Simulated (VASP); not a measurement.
Write the native input for VASP 6.6.1 that does the following.

| Item | Value |
| --- | --- |
| Task | single point |
| Functional | PBE |
| Potentials or basis | VASP PAW PBE potentials, release 64 (Al, Ru_pv) |
| Cutoff | 520 eV |
| k mesh | 6 × 6 × 6 |
| Occupations | gaussian, width 0.1 eV |
| Spin | no spin polarisation |
| Dipole correction | no |
| Further INCAR settings | ALGO = Fast; EDIFF = 1e-07; NBANDS = 16 |

The structure of AlRu lies in POSCAR:

```
AlRu
1.0
    0.0000000000      2.4919831900      2.4919831900
    2.4919831900      0.0000000000      2.4919831900
    2.4919831900      2.4919831900      0.0000000000
Al Ru
1 1
Direct
    0.0000000000      0.0000000000      0.0000000000
    0.5000000000      0.5000000000      0.5000000000
```

The input as run:

INCAR

```
SYSTEM = AlRu
ALGO     = Fast           ! electronic algorithm
EDIFF    = 1E-7           ! SCF threshold, eV
ENCUT    = 520            ! plane-wave cutoff, eV
GGA      = PE             ! functional
ISIF     = 2              ! what is computed and relaxed
ISMEAR   = 0              ! smearing method
LASPH    = .TRUE.         ! aspherical terms in the spheres
LCHARG   = .TRUE.         ! write CHGCAR
LELF     = .TRUE.         ! ELF
LREAL    = .FALSE.        ! projectors in reciprocal space
LVHAR    = .TRUE.       
LWAVE    = .FALSE.        ! write WAVECAR
NBANDS   = 16             ! bands
NELM     = 60             ! most SCF steps
PREC     = Accurate       ! precision mode
SIGMA    = 0.1            ! smearing width, eV
```

KPOINTS

```
k-points
0
G
  6 6 6
  0 0 0
```

Potentials or basis: VASP PAW PBE potentials, release 64 (Al, Ru_pv).

Command:

```console
$ cat potpaw_PBE.64/Al/POTCAR potpaw_PBE.64/Ru_pv/POTCAR > POTCAR
$ mpirun -np 1 vasp_std > vasp.out
```

Results of the run:

```json
{
  "Pressure": "0.2 GPa"
}
```

Caveat: the k points lie up to 0.36 Å⁻¹ apart.

It took 16 s on 1 thread of AMD EPYC 7R43 64-Core Processor (Zen 3), on a shared host, peak memory 0.11 GiB.
